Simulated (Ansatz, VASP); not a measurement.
One calculation of HfSi3O8, two programs

```
Hf Si O
1.0
     3.76530   -3.83435   -0.00028
     3.76530    3.83435   -0.00028
    -0.00554    0.00000    7.59225
Hf Si O
1 3 8
Direct
  0.98009 0.01991 0.00000
  0.02348 0.52403 0.26873
  0.47597 0.97652 0.73127
  0.52262 0.47738 0.50000
  0.03767 0.81303 0.20631
  0.53688 0.23941 0.63157
  0.03087 0.35537 0.08984
  0.54122 0.74003 0.60632
  0.64463 0.96913 0.91016
  0.25997 0.45878 0.39368
  0.18697 0.96233 0.79369
  0.76059 0.46312 0.36843
```

Change from the starting cell: the structure that the rattled cell fell into.

Alike in both runs: functional PBE; k mesh 4 × 4 × 4; occupations gaussian, width 0.02 eV; no spin polarisation.

Ansatz relaxed the structure, and its values are those at the end. VASP's run is a single point on that final structure, the one shown.

|  | VASP | Ansatz |
| --- | --- | --- |
| version | VASP 6.6.1 | Ansatz 0.2.0 |
| potentials or method | VASP PAW PBE potentials, release 64 (Hf_pv, Si, O), cutoff 520 eV | scalar-relativistic, plane waves, PAW |
| valence electrons in the cell | 70 | 86 |

|  | VASP | Ansatz | Ansatz less VASP |
| --- | --- | --- | --- |
| gap on the k mesh at the Fermi level (eV) | 5.11 | 5.11 | +0.005 |
| least direct gap on the mesh (eV) | 5.11 | 5.12 | +0.004 |
| pressure (GPa) | -0.2 | 0.0 | +0.24 |
| rms of the force components (eV/Å) | 0.063 | 0.000 | -0.0628 |

VASP's potentials hold 70 valence electrons a cell and Ansatz's 86, so a difference there can come from the potentials and not from the codes.

Spin-orbit coupling is off throughout.
